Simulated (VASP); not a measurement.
# Cd3Se2S (P6_3mc) in VASP: further runs, part 2 of 2

VASP 6.6.1. The steps go on from the part before.

## (3) Single point, PBE

Input file INCAR:

```
SYSTEM = Cd3Se2S
ALGO = Normal
EDIFF = 1E-7
ENCUT = 520
GGA = PE
ISIF = 2
ISMEAR = 0
LASPH = .True.
LCHARG = .False.
LREAL = .False.
LWAVE = .False.
NBANDS = 66
NELM = 100
PREC = Accurate
SIGMA = 0.02
```

Input file KPOINTS:

```
k-points
0
Gamma
  6 6 2
  0 0 0
```

Input file POSCAR:

```
Cd3Se2S
1.0
    4.3197321869      0.0000000000      0.0000000000
   -2.1598660934      3.7409978114      0.0000000000
    0.0000000000      0.0000000000     21.1479431000
Cd Se S
6 4 2
Direct
    0.6666666667      0.3333333333      0.1669220000
    0.6666666667      0.3333333333      0.4956190000
    0.6666666667      0.3333333333      0.8381430000
    0.3333333333      0.6666666667      0.9956190000
    0.3333333333      0.6666666667      0.3381430000
    0.3333333333      0.6666666667      0.6669220000
    0.6666666667      0.3333333333      0.2938320000
    0.6666666667      0.3333333333      0.6227710000
    0.3333333333      0.6666666667      0.1227710000
    0.3333333333      0.6666666667      0.7938320000
    0.6666666667      0.3333333333      0.9597130000
    0.3333333333      0.6666666667      0.4597130000
```

Potentials or basis: VASP PAW PBE potentials, release 64 (Cd, Se, S).

Launch:

```console
> cat potpaw_PBE.64/Cd/POTCAR potpaw_PBE.64/Se/POTCAR potpaw_PBE.64/S/POTCAR > POTCAR
> mpirun -np 1 vasp_std > vasp.out
```

OUTCAR:

```text
SYSTEM = Cd3Se2S
   EDIFF = 1E-7
   ENCUT = 520
   GGA = PE
   ISIF = 2
   ISMEAR = 0
   LASPH = .True.
   LREAL = .False.
   NELM = 100
   PREC = Accurate

 ion  position               nearest neighbor table
   1  0.667  0.333  0.167-   9 2.66   9 2.66   9 2.66   7 2.68
   2  0.667  0.333  0.496-  12 2.61  12 2.61  12 2.61   8 2.69
   3  0.667  0.333  0.838-  11 2.57  10 2.66  10 2.66  10 2.66
   4  0.333  0.667  0.996-  11 2.61  11 2.61  11 2.61   9 2.69
   5  0.333  0.667  0.338-  12 2.57   7 2.66   7 2.66   7 2.66
   6  0.333  0.667  0.667-   8 2.66   8 2.66   8 2.66  10 2.68
   7  0.667  0.333  0.294-   5 2.66   5 2.66   5 2.66   1 2.68
   8  0.667  0.333  0.623-   6 2.66   6 2.66   6 2.66   2 2.69
   9  0.333  0.667  0.123-   1 2.66   1 2.66   1 2.66   4 2.69
  10  0.333  0.667  0.794-   3 2.66   3 2.66   3 2.66   6 2.68
  11  0.667  0.333  0.960-   3 2.57   4 2.61   4 2.61   4 2.61
  12  0.333  0.667  0.460-   5 2.57   2 2.61   2 2.61   2 2.61

  LATTYP: Found a hexagonal cell.
 ALAT       =     4.3197321869
 C/A-ratio  =     4.8956606996

  Lattice vectors:

 A1 = (   4.3197321869,   0.0000000000,   0.0000000000)
 A2 = (  -2.1598660934,   3.7409978114,   0.0000000000)
 A3 = (   0.0000000000,   0.0000000000,  21.1479431000)

Analysis of symmetry for initial positions (statically):
=====================================================================
 Subroutine PRICEL returns:
 Original cell was already a primitive cell.

 Routine SETGRP: Setting up the symmetry group for a
 hexagonal supercell.

 Subroutine GETGRP returns: Found 12 space group operations
 (whereof  6 operations were pure point group operations)
 out of a pool of 24 trial point group operations.

The static configuration has the point symmetry C_3v.
 The point group associated with its full space group is C_6v.

Analysis of symmetry for dynamics (positions and initial velocities):
=====================================================================
 Subroutine PRICEL returns:
 Original cell was already a primitive cell.

 Routine SETGRP: Setting up the symmetry group for a
 hexagonal supercell.

 Subroutine GETGRP returns: Found 12 space group operations
 (whereof  6 operations were pure point group operations)
 out of a pool of 24 trial point group operations.

The dynamic configuration has the point symmetry C_3v.
 The point group associated with its full space group is C_6v.

 Subroutine INISYM returns: Found 12 space group operations
 (whereof  6 operations are pure point group operations),
 and found     1 'primitive' translations

----------------------------------------------------------------------------------------

                                     Primitive cell

  volume of cell :     341.7531

  direct lattice vectors                    reciprocal lattice vectors
     4.319732187  0.000000000  0.000000000     0.231495833  0.133654181  0.000000000
    -2.159866093  3.740997811  0.000000000     0.000000000  0.267308363  0.000000000
     0.000000000  0.000000000 21.147943100     0.000000000  0.000000000  0.047285923

  length of vectors
     4.319732187  4.319732187 21.147943100     0.267308363  0.267308363  0.047285923

  position of ions in fractional coordinates (direct lattice)
     0.666666667  0.333333333  0.166922000
     0.666666667  0.333333333  0.495619000
     0.666666667  0.333333333  0.838143000
     0.333333333  0.666666667  0.995619000
[... 70 lines left out ...]
   dimension x,y,z NGXF=    64 NGYF=   64 NGZF=  320
   ions per type =               6   4   2
   NGX,Y,Z   is equivalent  to a cutoff of  12.32, 12.32, 12.58 a.u.
   NGXF,Y,Z  is equivalent  to a cutoff of  24.63, 24.63, 25.16 a.u.
 SYSTEM =  Cd3Se2S
   PREC   = accura    normal or accurate (medium, high low for compatibility)
   ISTART =      0    job   : 0-new  1-cont  2-samecut
   ICHARG =      2    charge: 1-file 2-atom 10-const
   ISPIN  =      1    spin polarized calculation?
   LNONCOLLINEAR =      F non collinear calculations
   LSORBIT =      F    spin-orbit coupling
   LASPH  =      T    aspherical Exc in radial PAW
   ENCUT  =  520.0 eV  38.22 Ry    6.18 a.u.   8.03  8.03 39.32*2*pi/ulx,y,z
   NELM   =    100;   NELMIN=  2; NELMDL= -5     # of ELM steps
   EDIFF  = 0.1E-06   stopping-criterion for ELM
   LREAL  =      F    real-space projection
   EDIFFG = 0.1E-05   stopping-criterion for IOM
   NSW    =      0    number of steps for IOM
   IBRION =     -1    ionic relax: 0-MD 1-quasi-New 2-CG
   NFREE  =      0    steps in history (QN), initial steepest desc. (CG)
   ISIF   =      2    stress and relaxation
   ISYM   =      2    0-nonsym 1-usesym 2-fastsym
   POTIM  = 0.5000    time-step for ionic-motion
   TEBEG  =    0.0;   TEEND  =   0.0 temperature during run
   PSTRESS=    0.0 pullay stress
   NELECT =     108.0000    total number of electrons
   NUPDOWN=      -1.0000    fix difference up-down
   EMIN   =  10.00;   EMAX   =-10.00  energy-range for DOS
   EFERMI =   0.00;   METHOD = LEGACY
   ISMEAR =     0;   SIGMA  =   0.02  broadening in eV -4-tet -1-fermi 0-gaus
   EFERMI_NEDOS =   21; number of points for ismear=-14 and -15
   IALGO  =     38    algorithm
   IMIX   =      4    mixing-type and parameters
     AMIX     =   0.40;   BMIX     =  1.00
     AMIX_MAG =   1.60;   BMIX_MAG =  1.00
  volume/ion in A,a.u.               =      28.48       192.19
  Fermi-wavevector in a.u.,A,eV,Ry     =   1.115095  2.107224 16.917992  1.243437
  Thomas-Fermi vector in A             =   2.251697
   LORBIT       =      0    0 simple, 1 ext, 2 COOP (PROOUT), +10 PAW based schemes
   GGA     = PE    functional components
   LHFCALC =     F    Hartree Fock is set to
   AEXX    =    0.0000 exact exchange contribution
   IVDW    =     0    specifies the selected vdW correction
   LEPSILON=     F    determine dielectric tensor
   LRPA    =     F    only Hartree local field effects (RPA)
 non-spin polarized calculation
 Gauss-broadening in eV      SIGMA  =   0.02
  energy-cutoff  :      520.00
  volume of cell :      341.75
 maximum number of plane-waves:      9228
   NGX = 17   NGY = 17   NGZ = 79

 number of electron     107.9999971 magnetization

 Free energy of the ion-electron system (eV)
  ---------------------------------------------------
  ext. energy  EPLUGINS =         0.00000000
  ---------------------------------------------------
  free energy    TOTEN  =       -34.19803996 eV

  energy without entropy =      -34.19803996  energy(sigma->0) =      -34.19803996

 E-fermi :   0.8453     XC(G=0):  -8.7232

 val. band max:        0.7302770241   @ k =   0.0000   0.0000   0.0000
 cond. band min:       1.3461108097   @ k =   0.0000   0.0000   0.0000
 fundamental gap:      0.6158337856
 Fermi energy:         0.8453241442

 k-point     1 :       0.0000    0.0000    0.0000
  band No.  band energies     occupation
      1     -11.5890      2.00000
      2     -11.5187      2.00000
      3     -11.4812      2.00000
      4     -11.3512      2.00000
      5     -11.2880      2.00000
      6     -11.2294      2.00000
[... 955 lines left out ...]
     65       6.6876      0.00000
     66       6.6876      0.00000

------------------------ aborting loop because EDIFF is reached ----------------------------------------

  FORCE on cell =-STRESS in cart. coord.  units (eV):
  Direction    XX          YY          ZZ          XY          YZ          ZX
  --------------------------------------------------------------------------------------
  -------------------------------------------------------------------------------------
  Total        0.5627806      0.5627806      0.5584758      0.0000000      0.0000000      0.0000000
  in kB        2.6383798      2.6383798      2.6181981      0.0000000      0.0000000      0.0000000
  external PRESSURE =       2.6316526 kB  Pullay stress =       0.0000000 kB

 VOLUME and BASIS-vectors are now :
 -----------------------------------------------------------------------------
  energy-cutoff  :      520.00
  volume of cell :      341.75
      direct lattice vectors                 reciprocal lattice vectors
     4.319732187  0.000000000  0.000000000     0.231495833  0.133654181  0.000000000
    -2.159866093  3.740997811  0.000000000     0.000000000  0.267308363  0.000000000
     0.000000000  0.000000000 21.147943100     0.000000000  0.000000000  0.047285923

 POSITION                                       TOTAL-FORCE (eV/Angst)
 -----------------------------------------------------------------------------------
      2.15987      1.24700      3.53006         0.000000     -0.000000      0.002695
      2.15987      1.24700     10.48132        -0.000000      0.000000      0.000137
      2.15987      1.24700     17.72500         0.000000     -0.000000     -0.000244
     -0.00000      2.49400     21.05529        -0.000000     -0.000000      0.000137
     -0.00000      2.49400      7.15103        -0.000000      0.000000     -0.000244
     -0.00000      2.49400     14.10403        -0.000000      0.000000      0.002695
      2.15987      1.24700      6.21394         0.000000      0.000000     -0.005404
      2.15987      1.24700     13.17033        -0.000000      0.000000     -0.001830
     -0.00000      2.49400      2.59635         0.000000      0.000000     -0.001830
     -0.00000      2.49400     16.78791        -0.000000     -0.000000     -0.005404
      2.15987      1.24700     20.29596         0.000000     -0.000000      0.004646
     -0.00000      2.49400      9.72198        -0.000000      0.000000      0.004646
 -----------------------------------------------------------------------------------
    total drift:                                0.000000     -0.000000     -0.002627

  FREE ENERGIE OF THE ION-ELECTRON SYSTEM (eV)
  ---------------------------------------------------
  free  energy   TOTEN  =       -34.1980399592 eV

  energy  without entropy=      -34.1980399592  energy(sigma->0) =      -34.19803996
```

Run time: 5.7 min. Hardware: 1 thread of AMD EPYC 7R13 (Zen 3), shared host; peak memory 0.52 GiB.

What came out:

* Free energy: -34.1980 eV
* Pressure: 0.3 GPa
* Largest force: 0.005 eV/Å
* Band gap on the k mesh: 0.62 eV

Forces in eV/Å, atoms in the order of the input:
```
Cd   0.000  0.000  0.003
Cd   0.000  0.000  0.000
Cd   0.000  0.000  0.000
Cd   0.000  0.000  0.000
Cd   0.000  0.000  0.000
Cd   0.000  0.000  0.003
Se   0.000  0.000 -0.005
Se   0.000  0.000 -0.002
Se   0.000  0.000 -0.002
Se   0.000  0.000 -0.005
S    0.000  0.000  0.005
S    0.000  0.000  0.005
```
